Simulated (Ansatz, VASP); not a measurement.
**One calculation of LiAg3Cl3, two programs**

```
CELL_PARAMETERS angstrom
0.00526 -3.51479 0.48425
-6.80829 0.02128 0.23065
3.53356 0.87183 -6.84182
ATOMIC_POSITIONS crystal
Li 0.35628 0.44276 0.80946
Ag 0.40132 0.04552 0.89989
Ag 0.61000 0.36633 0.31429
Ag 0.03482 0.98515 0.16432
Cl 0.53369 0.70401 0.16182
Cl 0.80875 0.18177 0.71575
Cl 0.25514 0.60776 0.60106
```

Change from the starting cell: cell x1, atoms moved at random (sigma 0.1 Å) and cell strained at random (1.5 %), then relaxed without symmetry.

Alike in both runs: functional PBE; k mesh 6 × 4 × 4; occupations gaussian, width 0.2 eV; no spin polarisation.

Ansatz relaxed the structure, and its values are those at the end. VASP's run is a single point on that final structure, the one shown.

|  | VASP | Ansatz |
| --- | --- | --- |
| version | VASP 6.6.1 | Ansatz 0.2.0 |
| potentials or method | VASP PAW PBE potentials, release 64 (Li_sv, Ag, Cl), cutoff 520 eV | scalar-relativistic, plane waves, PAW |
| valence electrons in the cell | 57 | 81 |

|  | VASP | Ansatz | Ansatz less VASP |
| --- | --- | --- | --- |
| gap on the k mesh at the Fermi level (eV) | none | none | - |
| rms of the force components (eV/Å) | 0.006 | 0.006 | -0.0002 |

A gap of «none» marks a metal or a gap that the smearing closes. VASP's potentials hold 57 valence electrons a cell and Ansatz's 81, so a difference there can come from the potentials and not from the codes.

Noted on VASP's run: the cutoff is under 1.25 times that of the potentials, so the pressure is a little rough.
